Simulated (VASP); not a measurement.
# Rb (P4_132) in VASP: single point with PBE

Aim: the single point of Rb with PBE.

Program: VASP 6.6.1. These are calculated values, not measurements. Logs are shortened: lines on timing, memory, paths and dates and some standing lists are left out, and cuts for length are marked.

## Step 1: The cell of the first run

It takes space group P4_132 (No. 213, cubic). The conventional cell has a = 12.482 Å, b = 12.482 Å, c = 12.482 Å, α = 90.00°, β = 90.00°, γ = 90.00°.

## Step 2: Single point, PBE

The input, INCAR:

```
SYSTEM = Rb
  ALGO = Normal
  EDIFF = 1E-7
  ENCUT = 520
  GGA = PE
  ISIF = 2
  ISMEAR = 0
  LASPH = .True.
  LCHARG = .False.
  LREAL = Auto
  LWAVE = .False.
  NBANDS = 106
  NELM = 100
  PREC = Accurate
  SIGMA = 0.1
```

The input, KPOINTS:

```
k-points
0
Gamma
  2 2 2
  0 0 0
```

The input, POSCAR:

```
Rb
1.0
   12.4822769800      0.0000000000      0.0000000000
    0.0000000000     12.4822769800      0.0000000000
    0.0000000000      0.0000000000     12.4822769800
Rb
20
Direct
    0.8750000000      0.7030561600      0.0469438400
    0.0624146400      0.0624146400      0.0624146400
    0.2030561600      0.4530561600      0.1250000000
    0.8124146400      0.3124146400      0.1875853600
    0.4530561600      0.1250000000      0.2030561600
    0.5469438400      0.6250000000      0.2969438400
    0.1875853600      0.8124146400      0.3124146400
    0.7969438400      0.9530561600      0.3750000000
    0.9375853600      0.5624146400      0.4375853600
    0.1250000000      0.2030561600      0.4530561600
    0.6250000000      0.2969438400      0.5469438400
    0.4375853600      0.9375853600      0.5624146400
    0.2969438400      0.5469438400      0.6250000000
    0.6875853600      0.6875853600      0.6875853600
    0.0469438400      0.8750000000      0.7030561600
    0.9530561600      0.3750000000      0.7969438400
    0.3124146400      0.1875853600      0.8124146400
    0.7030561600      0.0469438400      0.8750000000
    0.5624146400      0.4375853600      0.9375853600
    0.3750000000      0.7969438400      0.9530561600
```

Potentials or basis: VASP PAW PBE potentials, release 64 (Rb_sv).

The run is started by

```sh
$ cat potpaw_PBE.64/Rb_sv/POTCAR > POTCAR
$ mpirun -np 1 vasp_std > vasp.out
```

OUTCAR:

```text
SYSTEM = Rb
   EDIFF = 1E-7
   ENCUT = 520
   GGA = PE
   ISIF = 2
   ISMEAR = 0
   LASPH = .True.
   LREAL = Auto
   NELM = 100
   PREC = Accurate

 ion  position               nearest neighbor table
   1  0.875  0.703  0.047-   2 5.06  14 5.06   6 5.24   8 5.24   3 5.24  16 5.24   4 5.24   9 5.24
                            15 5.26  18 5.26   7 5.30  19 5.30
   2  0.062  0.062  0.062-   4 4.68   7 4.68  17 4.68  15 5.06   1 5.06  18 5.06   5 5.24   3 5.24
                            10 5.24   8 5.30  16 5.30  20 5.30
   3  0.203  0.453  0.125-   7 5.06  19 5.06   1 5.24  10 5.24  16 5.24   5 5.24   4 5.24   2 5.24
                             6 5.26  20 5.26   9 5.30  17 5.30
   4  0.812  0.312  0.188-   2 4.68   9 4.68  19 4.68   5 5.06  11 5.06   8 5.06   3 5.24  16 5.24
                             1 5.24  10 5.30  18 5.30   6 5.30
   5  0.453  0.125  0.203-   4 5.06  12 5.06  10 5.24   3 5.24  18 5.24  20 5.24   2 5.24  17 5.24
                             8 5.26  11 5.26  19 5.30   7 5.30
   6  0.547  0.625  0.297-   7 5.06  19 5.06   8 5.24  11 5.24  13 5.24   1 5.24  14 5.24   9 5.24
                             3 5.26  20 5.26   4 5.30  12 5.30
   7  0.188  0.812  0.312-   2 4.68   9 4.68  12 4.68   3 5.06   6 5.06  20 5.06   8 5.24  15 5.24
                            10 5.24  13 5.30   5 5.30   1 5.30
   8  0.797  0.953  0.375-   4 5.06  12 5.06   6 5.24  10 5.24   1 5.24  15 5.24   9 5.24   7 5.24
                             5 5.26  11 5.26  14 5.30   2 5.30
   9  0.938  0.562  0.438-   4 4.68   7 4.68  14 4.68  13 5.06  10 5.06  16 5.06   1 5.24   8 5.24
[... 9 lines left out ...]
  14  0.688  0.688  0.688-   9 4.68  12 4.68  19 4.68  15 5.06  18 5.06   1 5.06  11 5.24   6 5.24
                            13 5.24   8 5.30  16 5.30  20 5.30
  15  0.047  0.875  0.703-   2 5.06  14 5.06  10 5.24  13 5.24   8 5.24  20 5.24  12 5.24   7 5.24
                            18 5.26   1 5.26   9 5.30  17 5.30
  16  0.953  0.375  0.797-   9 5.06  17 5.06   1 5.24  11 5.24   3 5.24  18 5.24   4 5.24  19 5.24
                            13 5.26  10 5.26  14 5.30   2 5.30
  17  0.312  0.188  0.812-   2 4.68  12 4.68  19 4.68  13 5.06  16 5.06  10 5.06  18 5.24   5 5.24
                            20 5.24  11 5.30  15 5.30   3 5.30
  18  0.703  0.047  0.875-   2 5.06  14 5.06  11 5.24   5 5.24  16 5.24  20 5.24  19 5.24  17 5.24
                             1 5.26  15 5.26   4 5.30  12 5.30
  19  0.562  0.438  0.938-   4 4.68  14 4.68  17 4.68   3 5.06   6 5.06  20 5.06  11 5.24  18 5.24
                            16 5.24  13 5.30   1 5.30   5 5.30
  20  0.375  0.797  0.953-   7 5.06  19 5.06  13 5.24  15 5.24  18 5.24   5 5.24  12 5.24  17 5.24
                             6 5.26   3 5.26   2 5.30  14 5.30

  LATTYP: Found a simple cubic cell.
 ALAT       =    12.4822769800

  Lattice vectors:

 A1 = (  12.4822769800,   0.0000000000,   0.0000000000)
 A2 = (   0.0000000000,  12.4822769800,   0.0000000000)
 A3 = (   0.0000000000,   0.0000000000,  12.4822769800)

Analysis of symmetry for initial positions (statically):
[... 158 lines left out ...]
   EFERMI_NEDOS =   21; number of points for ismear=-14 and -15
   IALGO  =     38    algorithm
   IMIX   =      4    mixing-type and parameters
     AMIX     =   0.40;   BMIX     =  1.00
     AMIX_MAG =   1.60;   BMIX_MAG =  1.00
  volume/ion in A,a.u.               =      97.24       656.22
  Fermi-wavevector in a.u.,A,eV,Ry     =   0.740523  1.399385  7.461084  0.548374
  Thomas-Fermi vector in A             =   1.834945
   LORBIT       =      0    0 simple, 1 ext, 2 COOP (PROOUT), +10 PAW based schemes
   GGA     = PE    functional components
   LHFCALC =     F    Hartree Fock is set to
   AEXX    =    0.0000 exact exchange contribution
   IVDW    =     0    specifies the selected vdW correction
   LEPSILON=     F    determine dielectric tensor
   LRPA    =     F    only Hartree local field effects (RPA)
 non-spin polarized calculation
 Gauss-broadening in eV      SIGMA  =   0.10
  energy-cutoff  :      520.00
  volume of cell :     1944.83
 maximum number of plane-waves:     52456
 NGX is ok and might be reduce to    96
   NGX = 47   NGY = 47   NGZ = 47

 number of electron     179.9999995 magnetization

 Free energy of the ion-electron system (eV)
  ---------------------------------------------------
  ext. energy  EPLUGINS =         0.00000000
  ---------------------------------------------------
  free energy    TOTEN  =       -18.92790936 eV

  energy without entropy =      -18.89755888  energy(sigma->0) =      -18.91273412

 E-fermi :  -0.2401     XC(G=0):  -5.3009

 val. band max:       -0.3144681520   @ k =   0.5000   0.5000   0.0000
 cond. band min:       0.0130971660   @ k =   0.0000   0.0000   0.0000
 fundamental gap:      0.3275653179
 Fermi energy:        -0.2400658543

 k-point     1 :       0.0000    0.0000    0.0000
  band No.  band energies     occupation
      1     -29.0710      2.00000
      2     -29.0688      2.00000
      3     -29.0688      2.00000
      4     -29.0688      2.00000
      5     -29.0671      2.00000
      6     -29.0671      2.00000
[... 409 lines left out ...]
    101       0.8010      0.00000
    102       0.8010      0.00000
 [bands above 102 left out]

------------------------ aborting loop because EDIFF is reached ----------------------------------------

  FORCE on cell =-STRESS in cart. coord.  units (eV):
  Direction    XX          YY          ZZ          XY          YZ          ZX
  --------------------------------------------------------------------------------------
  -------------------------------------------------------------------------------------
  Total       -1.5111514     -1.5111514     -1.5111514     -0.0000000      0.0000000      0.0000000
  in kB       -1.2449076     -1.2449076     -1.2449076     -0.0000000      0.0000000      0.0000000
  external PRESSURE =      -1.2449076 kB  Pullay stress =       0.0000000 kB

 VOLUME and BASIS-vectors are now :
 -----------------------------------------------------------------------------
  energy-cutoff  :      520.00
  volume of cell :     1944.83
      direct lattice vectors                 reciprocal lattice vectors
    12.482276980  0.000000000  0.000000000     0.080113588  0.000000000  0.000000000
     0.000000000 12.482276980  0.000000000     0.000000000  0.080113588  0.000000000
     0.000000000  0.000000000 12.482276980     0.000000000  0.000000000  0.080113588

 POSITION                                       TOTAL-FORCE (eV/Angst)
 -----------------------------------------------------------------------------------
     10.92199      8.77574      0.58597        -0.000000     -0.001065      0.001065
      0.77908      0.77908      0.77908        -0.002567     -0.002567     -0.002567
      2.53460      5.65517      1.56028        -0.001065     -0.001065      0.000000
     10.14078      3.89965      2.34149        -0.002567     -0.002567      0.002567
      5.65517      1.56028      2.53460        -0.001065      0.000000     -0.001065
      6.82710      7.80142      3.70654         0.001065      0.000000      0.001065
[... 12 lines left out ...]
      7.02022      5.46206     11.70320        -0.002567      0.002567      0.002567
      4.68085      9.94767     11.89631         0.000000      0.001065     -0.001065
 -----------------------------------------------------------------------------------
    total drift:                               -0.000000      0.000000      0.000000

  FREE ENERGIE OF THE ION-ELECTRON SYSTEM (eV)
  ---------------------------------------------------
  free  energy   TOTEN  =       -18.9279093584 eV

  energy  without entropy=      -18.8975588832  energy(sigma->0) =      -18.91273412
```

stdout:

```text
POSCAR found type information on POSCAR Rb
 POSCAR found :  1 types and      20 ions
 scaLAPACK will be used
 LDA part: xc-table for (Slater+PW92), standard interpolation
 POSCAR, INCAR and KPOINTS ok, starting setup
 FFT: planning ... GRIDC
 FFT: planning ... GRID_SOFT
 FFT: planning ... GRID
 WAVECAR not read
 entering main loop
```

It took 26 min on 1 thread of Intel Xeon Platinum 8488C (Sapphire Rapids), shared host; peak memory 1.7 GiB.

Results:

- Free energy: -18.9279 eV
- Pressure: -0.1 GPa
- Largest force: 0.004 eV/Å
- Band gap on the k mesh: zero (band 90 reaches 0.54 eV, above the bottom of band 91 at -0.31 eV)

Forces on the atoms (eV/Å):
```
Rb   0.000 -0.001  0.001
Rb  -0.003 -0.003 -0.003
Rb  -0.001 -0.001  0.000
Rb  -0.003 -0.003  0.003
Rb  -0.001  0.000 -0.001
Rb   0.001  0.000  0.001
Rb   0.003 -0.003 -0.003
Rb   0.001 -0.001  0.000
Rb   0.003 -0.003  0.003
Rb   0.000 -0.001 -0.001
Rb   0.000  0.001  0.001
Rb   0.003  0.003 -0.003
Rb   0.001  0.001  0.000
Rb   0.003  0.003  0.003
Rb   0.001  0.000 -0.001
Rb  -0.001  0.000  0.001
Rb  -0.003  0.003 -0.003
Rb  -0.001  0.001  0.000
Rb  -0.003  0.003  0.003
Rb   0.000  0.001 -0.001
```

Levels at points of the mesh, in eV from the Fermi level:
| k point | band 85 | band 86 | band 87 | band 88 | band 89 | band 90 | band 91 | band 92 | band 93 | band 94 |
| --- | --- | --- | --- | --- | --- | --- | --- | --- | --- | --- |
| (0.00, 0.00, 0.00) | -0.59 | -0.59 | -0.59 | 0.25 | 0.25 | 0.25 | 0.26 | 0.26 | 0.26 | 0.33 |
| (0.50, 0.00, 0.00) | -0.44 | -0.44 | -0.39 | -0.39 | -0.30 | -0.30 | 0.39 | 0.39 | 0.45 | 0.45 |
| (0.50, 0.50, 0.00) | -0.19 | -0.19 | -0.18 | -0.18 | -0.16 | -0.16 | -0.07 | -0.07 | 0.61 | 0.61 |
| (0.50, 0.50, 0.50) | -0.85 | -0.85 | -0.85 | -0.85 | 0.78 | 0.78 | 0.78 | 0.78 | 0.80 | 0.80 |
